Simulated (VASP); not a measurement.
Runs of VASP 6.6.1 on N. The structure is that of space group P4_2/mnm (No. 136), or close to it. The cells are those of the table. 

```csv
cell,gap on the mesh (eV),pressure (GPa),largest force (eV/Å)
"a = 4.192, b = 4.230, c = 5.431 Å, angles 90.0, 89.5, 90.0°, 4 atoms",(b),(d),(a)
"a = 4.011, b = 4.011, c = 5.411 Å, 4 atoms",8.46,44.7,38.09
"a = 4.084, b = 4.084, c = 5.346 Å, 4 atoms",6.67,-1.3,(c)
"a = 3.978, b = 3.978, c = 5.127 Å, 4 atoms",6.34,-3.9,3.21
```

Alike in all rows: task single point; level PBE; potentials or basis VASP PAW PBE potentials, release 64 (N); no spin polarisation; k mesh 6 × 6 × 4; cutoff (eV) 520; smearing gaussian 0.02 eV.

Question: Fill in the values left out.

Answer: (a) 14.42; (b) 7.79; (c) 3.49; (d) 16.5.

Caveats: the standard files for N, O and F lose accuracy on very short bonds; forces of over 1 eV/Å act on the atoms, so gaps and moduli don't describe the material at rest.

A k mesh can miss the band edges.
